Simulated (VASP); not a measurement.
Crystal: C.

```
C
1.0
     2.52210    0.00000    0.00000
    -1.26105    2.18420    0.00000
     0.00000    0.00000    8.23710
C
8
Cartesian
  1.2611 0.7281 6.9501
  0.0000 1.4561 2.8315
  1.2611 0.7281 5.4056
  0.0000 1.4561 1.2870
  0.0000 0.0000 7.4649
  0.0000 0.0000 3.3463
  0.0000 0.0000 4.8908
  0.0000 0.0000 0.7722
```

| Property | Result |
| --- | --- |
| Program | VASP 6.6.1 |
| Task | relaxation of cell and atoms |
| Functional | PBEsol |
| Potentials or basis | VASP PAW PBE potentials, release 64 (C) |
| Cutoff | 600 eV |
| k mesh | 12 × 12 × 4 |
| Occupations | fermi-dirac, width 0.05 eV |
| Spin | no spin polarisation |

At the start: pressure -3.9 GPa; volume 5.67 Å³/atom.

Problem. Where does the relaxation end?

Solution. Over 7 steps the energy falls by 3.1 meV/atom and the volume is 5.62 Å³/atom (-0.9 %); space group P6_3/mmc (No. 194, to 0.05 Å).

The path:
```csv
step,energy change (eV),largest force (eV/Å),pressure (GPa),volume (Å³)
1,0.0000,0.3295,-3.91,45.38
2,0.0177,0.5066,5.43,44.47
3,-0.0246,0.0574,-0.17,44.98
4,-0.0245,0.0682,0.21,44.94
5,-0.0248,0.0100,0.02,44.96
6,-0.0248,0.0170,0.00,44.97
7,-0.0248,0.0003,0.01,44.97
```

Final structure:
```yaml
crystal:
  lattice:
    - [2.50614, 0.00000, 0.00000]
    - [-1.25307, 2.17038, 0.00000]
    - [0.00000, 0.00000, 8.26685]
  atoms:
    - { symbol: C, position: [0.66667, 0.33333, 0.84445] }
    - { symbol: C, position: [0.33333, 0.66667, 0.34445] }
    - { symbol: C, position: [0.66667, 0.33333, 0.65555] }
    - { symbol: C, position: [0.33333, 0.66667, 0.15555] }
    - { symbol: C, position: [0.00000, 0.00000, 0.90704] }
    - { symbol: C, position: [0.00000, 0.00000, 0.40704] }
    - { symbol: C, position: [0.00000, 0.00000, 0.59296] }
    - { symbol: C, position: [0.00000, 0.00000, 0.09296] }
```

Caveat: the PAW data sets were made with another functional, which shifts forces and pressure a little.
